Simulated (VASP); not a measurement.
# TiSi2 (Fddd) in VASP: notebook, part 2 of 3

VASP 6.6.1. The steps go on from the part before.

**3. Single point, PBEsol (volume scaled by 0.94)**

Input file INCAR:

```
ALGO = Normal ; EDIFF = 1E-6
ENCUT = 520 ; GGA = PS
ISIF = 2 ; ISMEAR = -1
LASPH = True ; LCHARG = False
LREAL = False ; LWAVE = False
NBANDS = 29 ; NELM = 80
PREC = Accurate ; SIGMA = 0.05
```

Input file KPOINTS:

```
k-points
0
Gamma
  7 7 7
```

Input file POSCAR:

```
TiSi2
1.0
    0.0000000000      4.0334617761      4.1758755024
    2.3407327166      0.0000000000      4.1758755024
    2.3407327166      4.0334617761      0.0000000000
Ti Si
2 4
Direct
    0.7500000000      0.7500000000      0.7500000000
    0.5000000000      0.5000000000      0.5000000000
    0.4125656100      0.0874343900      0.4125656100
    0.0874343900      0.4125656100      0.0874343900
    0.1625656100      0.8374343900      0.1625656100
    0.8374343900      0.1625656100      0.8374343900
```

Potentials or basis: VASP PAW PBE potentials, release 64 (Ti_sv, Si).

On the command line:

```bash
$ cat potpaw_PBE.64/Ti_sv/POTCAR potpaw_PBE.64/Si/POTCAR > POTCAR
$ mpirun -np 1 vasp_std > vasp.out
```

OUTCAR:

```text
EDIFF = 1E-6
   ENCUT = 520
   GGA = PS
   ISIF = 2
   ISMEAR = -1
   LASPH = True
   LREAL = False
   NELM = 80
   PREC = Accurate

 ion  position               nearest neighbor table
   1  0.750  0.750  0.750-   5 2.50   5 2.50   6 2.50   6 2.50   3 2.68   3 2.68   4 2.68   4 2.68
                             3 2.72   4 2.72
   2  0.500  0.500  0.500-   4 2.50   4 2.50   3 2.50   3 2.50   5 2.68   5 2.68   6 2.68   6 2.68
                             5 2.72   6 2.72
   3  0.413  0.087  0.413-   6 2.47   6 2.47   2 2.50   2 2.50   4 2.62   1 2.68   1 2.68   1 2.72
                             4 2.73   4 2.73   5 3.13   5 3.13   5 3.13   5 3.13
   4  0.087  0.413  0.087-   5 2.47   5 2.47   2 2.50   2 2.50   3 2.62   1 2.68   1 2.68   1 2.72
                             3 2.73   3 2.73   6 3.13   6 3.13   6 3.13   6 3.13
   5  0.163  0.837  0.163-   4 2.47   4 2.47   1 2.50   1 2.50   6 2.62   2 2.68   2 2.68   2 2.72
                             6 2.73   6 2.73   3 3.13   3 3.13   3 3.13   3 3.13
   6  0.837  0.163  0.837-   3 2.47   3 2.47   1 2.50   1 2.50   5 2.62   2 2.68   2 2.68   2 2.72
                             5 2.73   5 2.73   4 3.13   4 3.13   4 3.13   4 3.13

  LATTYP: Found a face centered orthorhombic cell.
 ALAT       =     4.6814654332
 B/A-ratio  =     1.7231620456
 C/A-ratio  =     1.7840035613

  Lattice vectors:

 A1 = (   0.0000000000,   4.0334617761,   4.1758755024)
 A2 = (   2.3407327166,   0.0000000000,   4.1758755024)
 A3 = (   2.3407327166,   4.0334617761,   0.0000000000)

Analysis of symmetry for initial positions (statically):
=====================================================================
 Subroutine PRICEL returns:
 Original cell was already a primitive cell.

 Routine SETGRP: Setting up the symmetry group for a
 face centered orthorhombic supercell.

 Subroutine GETGRP returns: Found  8 space group operations
 (whereof  4 operations were pure point group operations)
 out of a pool of  8 trial point group operations.

The static configuration has the point symmetry D_2 .
 The point group associated with its full space group is D_2h.

Analysis of symmetry for dynamics (positions and initial velocities):
=====================================================================
 Subroutine PRICEL returns:
 Original cell was already a primitive cell.

 Routine SETGRP: Setting up the symmetry group for a
 face centered orthorhombic supercell.

 Subroutine GETGRP returns: Found  8 space group operations
 (whereof  4 operations were pure point group operations)
 out of a pool of  8 trial point group operations.

The dynamic configuration has the point symmetry D_2 .
 The point group associated with its full space group is D_2h.

 Subroutine INISYM returns: Found  8 space group operations
 (whereof  4 operations are pure point group operations),
 and found     1 'primitive' translations

----------------------------------------------------------------------------------------

                                     Primitive cell

  volume of cell :      78.8510

  direct lattice vectors                    reciprocal lattice vectors
     0.000000000  4.033461776  4.175875502    -0.213608327  0.123962995  0.119735370
     2.340732717  0.000000000  4.175875502     0.213608327 -0.123962995  0.119735370
     2.340732717  4.033461776  0.000000000     0.213608327  0.123962995 -0.119735370

  length of vectors
     5.805751468  4.787166789  4.663458325     0.274466574  0.274466574  0.274466574

[... 43 lines left out ...]
 Following reciprocal coordinates:
            Coordinates               Weight
  0.000000  0.000000  0.000000      1.000000
  0.142857  0.000000 -0.000000      8.000000
  0.285714 -0.000000 -0.000000      8.000000
  0.428571 -0.000000  0.000000      8.000000
  0.142857  0.142857  0.000000      2.000000
  0.285714  0.142857 -0.000000      8.000000
[... 16 lines left out ...]
  0.000000  0.142857  0.142857      2.000000
  0.285714  0.142857  0.142857      4.000000
 [... further k-points ...]
   k-points           NKPTS =     64   k-points in BZ     NKDIM =     64   number of bands    NBANDS=     29
   number of dos      NEDOS =    301   number of ions     NIONS =      6
   total plane-waves  NPLWV =  62208
   dimension x,y,z NGX =    48 NGY =   36 NGZ =   36
   dimension x,y,z NGXF=    96 NGYF=   72 NGZF=   72
   ions per type =               2   4
   NGX,Y,Z   is equivalent  to a cutoff of  13.74, 12.50, 12.83 a.u.
   NGXF,Y,Z  is equivalent  to a cutoff of  27.49, 25.00, 25.67 a.u.
 SYSTEM =  unknown system
   PREC   = accura    normal or accurate (medium, high low for compatibility)
   ISTART =      0    job   : 0-new  1-cont  2-samecut
   ICHARG =      2    charge: 1-file 2-atom 10-const
   ISPIN  =      1    spin polarized calculation?
   LNONCOLLINEAR =      F non collinear calculations
   LSORBIT =      F    spin-orbit coupling
   LASPH  =      T    aspherical Exc in radial PAW
   ENCUT  =  520.0 eV  38.22 Ry    6.18 a.u.  10.79  8.90  8.67*2*pi/ulx,y,z
   NELM   =     80;   NELMIN=  2; NELMDL= -5     # of ELM steps
   EDIFF  = 0.1E-05   stopping-criterion for ELM
   LREAL  =      F    real-space projection
   EDIFFG = 0.1E-04   stopping-criterion for IOM
   NSW    =      0    number of steps for IOM
   IBRION =     -1    ionic relax: 0-MD 1-quasi-New 2-CG
   NFREE  =      0    steps in history (QN), initial steepest desc. (CG)
   ISIF   =      2    stress and relaxation
   ISYM   =      2    0-nonsym 1-usesym 2-fastsym
   POTIM  = 0.5000    time-step for ionic-motion
   TEBEG  =    0.0;   TEEND  =   0.0 temperature during run
   PSTRESS=    0.0 pullay stress
   NELECT =      40.0000    total number of electrons
   NUPDOWN=      -1.0000    fix difference up-down
   EMIN   =  10.00;   EMAX   =-10.00  energy-range for DOS
   EFERMI =   0.00;   METHOD = LEGACY
   ISMEAR =    -1;   SIGMA  =   0.05  broadening in eV -4-tet -1-fermi 0-gaus
   EFERMI_NEDOS =   21; number of points for ismear=-14 and -15
   IALGO  =     38    algorithm
   IMIX   =      4    mixing-type and parameters
     AMIX     =   0.40;   BMIX     =  1.00
     AMIX_MAG =   1.60;   BMIX_MAG =  1.00
  volume/ion in A,a.u.               =      13.14        88.69
  Fermi-wavevector in a.u.,A,eV,Ry     =   1.305647  2.467315 23.194038  1.704714
  Thomas-Fermi vector in A             =   2.436502
   LORBIT       =      0    0 simple, 1 ext, 2 COOP (PROOUT), +10 PAW based schemes
   GGA     = PS    functional components
   LHFCALC =     F    Hartree Fock is set to
   AEXX    =    0.0000 exact exchange contribution
   IVDW    =     0    specifies the selected vdW correction
   LEPSILON=     F    determine dielectric tensor
   LRPA    =     F    only Hartree local field effects (RPA)
 non-spin polarized calculation
  energy-cutoff  :      520.00
  volume of cell :       78.85
 maximum number of plane-waves:      2146
 NGX is ok and might be reduce to    48
   NGX = 21   NGY = 17   NGZ = 17

 number of electron      40.0000000 magnetization

 Free energy of the ion-electron system (eV)
  ---------------------------------------------------
  ext. energy  EPLUGINS =         0.00000000
  ---------------------------------------------------
  free energy    TOTEN  =       -43.57152686 eV

  energy without entropy =      -43.55275436  energy(sigma->0) =      -43.56214061

 E-fermi :  10.8559     XC(G=0): -12.1010

 val. band max:       10.8447968919   @ k =  -0.4286   0.1429  -0.0000
 cond. band min:      10.8581876489   @ k =  -0.1429   0.1429   0.1429
 fundamental gap:      0.0133907570
 Fermi energy:        10.8559056080

 k-point     1 :       0.0000    0.0000    0.0000
  band No.  band energies     occupation
      1     -44.9432      2.00000
      2     -44.9041      2.00000
      3     -21.4759      2.00000
      4     -21.4575      2.00000
      5     -21.3606      2.00000
      6     -21.3424      2.00000
[... 757 lines left out ...]
     28      15.1971      0.00000
     29      15.3772      0.00000

 [... further k-points ...]
[... 5 lines left out ...]
  --------------------------------------------------------------------------------------
  -------------------------------------------------------------------------------------
  Total        4.2410927      2.7542008      5.6268399      0.0000000      0.0000000      0.0000000
  in kB       86.1749489     55.9627283    114.3320092      0.0000000      0.0000000      0.0000000
  external PRESSURE =      85.4898955 kB  Pullay stress =       0.0000000 kB

 VOLUME and BASIS-vectors are now :
 -----------------------------------------------------------------------------
  energy-cutoff  :      520.00
  volume of cell :       78.85
      direct lattice vectors                 reciprocal lattice vectors
     0.000000000  4.033461776  4.175875502    -0.213608327  0.123962995  0.119735370
     2.340732717  0.000000000  4.175875502     0.213608327 -0.123962995  0.119735370
     2.340732717  4.033461776  0.000000000     0.213608327  0.123962995 -0.119735370

 POSITION                                       TOTAL-FORCE (eV/Angst)
 -----------------------------------------------------------------------------------
      3.51110      6.05019      6.26381         0.000000     -0.000000      0.000000
      2.34073      4.03346      4.17588        -0.000000     -0.000000     -0.000000
      1.17037      3.32814      2.08794         0.000000      0.092078      0.000000
      1.17037      0.70533      2.08794         0.000000     -0.092078      0.000000
      2.34073      1.31140      4.17588        -0.000000      0.092078     -0.000000
      2.34073      6.75552      4.17588        -0.000000     -0.092078     -0.000000
 -----------------------------------------------------------------------------------
    total drift:                               -0.000000     -0.000000      0.000000

  FREE ENERGIE OF THE ION-ELECTRON SYSTEM (eV)
  ---------------------------------------------------
  free  energy   TOTEN  =       -43.5715268644 eV

  energy  without entropy=      -43.5527543617  energy(sigma->0) =      -43.56214061
```

OSZICAR:

```text
N       E                     dE             d eps       ncg     rms          rms(c)
DAV:   1     0.395227631792E+03    0.39523E+03   -0.18740E+04  3712   0.148E+03
DAV:   2    -0.479910854508E+00   -0.39571E+03   -0.38460E+03  3737   0.438E+02
DAV:   3    -0.437768176155E+02   -0.43297E+02   -0.42308E+02  6207   0.121E+02
DAV:   4    -0.469024911172E+02   -0.31257E+01   -0.31089E+01  5256   0.294E+01
DAV:   5    -0.470781787871E+02   -0.17569E+00   -0.17563E+00  5623   0.604E+00    0.209E+01
DAV:   6    -0.441136217484E+02    0.29646E+01   -0.28826E+01  5225   0.404E+01    0.715E+00
DAV:   7    -0.436531755847E+02    0.46045E+00   -0.50987E+00  4934   0.174E+01    0.592E+00
DAV:   8    -0.435799771898E+02    0.73198E-01   -0.65654E-01  5303   0.654E+00    0.123E+00
DAV:   9    -0.435707938757E+02    0.91833E-02   -0.11424E-01  5045   0.290E+00    0.543E-01
DAV:  10    -0.435716993608E+02   -0.90549E-03   -0.47525E-03  5001   0.513E-01    0.247E-01
DAV:  11    -0.435716255375E+02    0.73823E-04   -0.40863E-03  5462   0.495E-01    0.160E-01
DAV:  12    -0.435715285383E+02    0.96999E-04   -0.91703E-04  5077   0.252E-01    0.161E-02
DAV:  13    -0.435715274528E+02    0.10854E-05   -0.27066E-05  4717   0.481E-02    0.165E-02
DAV:  14    -0.435715268644E+02    0.58839E-06   -0.32774E-06  4562   0.154E-02
   1 F= -.43571527E+02 E0= -.43562141E+02  d E =-.187725E-01
```

Wall time 62 s (1 thread of Intel Xeon Platinum 8559C (Emerald Rapids), shared host); peak memory 0.29 GiB.

Results:

```yaml
Free_energy: -43.5715 eV
Pressure: 8.5 GPa
Largest_force: 0.092 eV/Å
Band_gap_on_the_k_mesh: zero (band 20 reaches 11.59 eV, above the bottom of band 21 at 9.68 eV)
```

Forces in eV/Å, atoms in the order of the input:
```
Ti   0.000  0.000  0.000
Ti   0.000  0.000  0.000
Si   0.000  0.092  0.000
Si   0.000 -0.092  0.000
Si   0.000  0.092  0.000
Si   0.000 -0.092  0.000
```

Levels at points of the mesh, in eV from the Fermi level:
| k point | band 16 | band 17 | band 18 | band 19 | band 20 | band 21 | band 22 | band 23 | band 24 | band 25 |
| --- | --- | --- | --- | --- | --- | --- | --- | --- | --- | --- |
| (0.00, 0.00, 0.00) | -2.52 | -2.39 | -2.06 | -1.78 | -1.38 | -1.01 | 2.25 | 3.38 | 3.65 | 3.77 |

Caveat: the PAW data sets were made with another functional, which shifts forces and pressure a little.

(Part 2 of 3 ends here.)
